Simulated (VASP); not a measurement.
Input of a VASP 6.6.1 run:

INCAR

```
PREC = Accurate ; ENCUT = 520
EDIFF = 1E-6 ; ISMEAR = -1
SIGMA = 0.3 ; LREAL = F
LASPH = T ; NELM = 80
ALGO = Normal ; ISIF = 2
LWAVE = F ; LCHARG = T
LDIPOL = T ; IDIPOL = 3
DIPOL = 0.5 0.5 0.500 ; GGA = PS
LELF = T ; LVHAR = T
LVACPOTAV = T ; NBANDS = 36
```

The input KPOINTS:

```
Automatic mesh
0
Gamma
  6 6 1
```

File POSCAR:

```
CdTe
1.0
    4.5886584790      0.0000000000      0.0000000000
   -2.2943292395      3.9738948121      0.0000000000
    0.0000000000      0.0000000000     23.4299039080
Te Cd
3 3
Direct
    0.0000000000      0.0000000000      0.3201037456
    0.3333333333      0.6666666667      0.4800115273
    0.6666666667      0.3333333333      0.6399193090
    0.3333333333      0.6666666667      0.3600806910
    0.6666666667      0.3333333333      0.5199884727
    0.0000000000      0.0000000000      0.6798962544
```

Potentials or basis: VASP PAW PBE potentials, release 64 (Te, Cd).

The run is started by

```sh
$ cat potpaw_PBE.64/Te/POTCAR potpaw_PBE.64/Cd/POTCAR > POTCAR
$ mpirun -np 1 vasp_std > vasp.out
```

Question: Predict the largest force.

Answer: 0.586 eV/Å.

Question: Predict the band gap on the k mesh.

Answer: 0.22 eV.

Forces on the atoms (eV/Å):
```
Te   0.000  0.000  0.042
Te   0.000  0.000  0.396
Te   0.000  0.000  0.586
Cd   0.000  0.000 -0.334
Cd   0.000  0.000 -0.383
Cd   0.000  0.000 -0.307
```

Caveat: so wide a smearing shifts energies and pressures; semilocal functionals underestimate gaps, and a narrow one can read as zero; the PAW data sets were made with another functional, which shifts forces and pressure a little; spin-orbit coupling is left out, which moves the levels of the heavy elements.
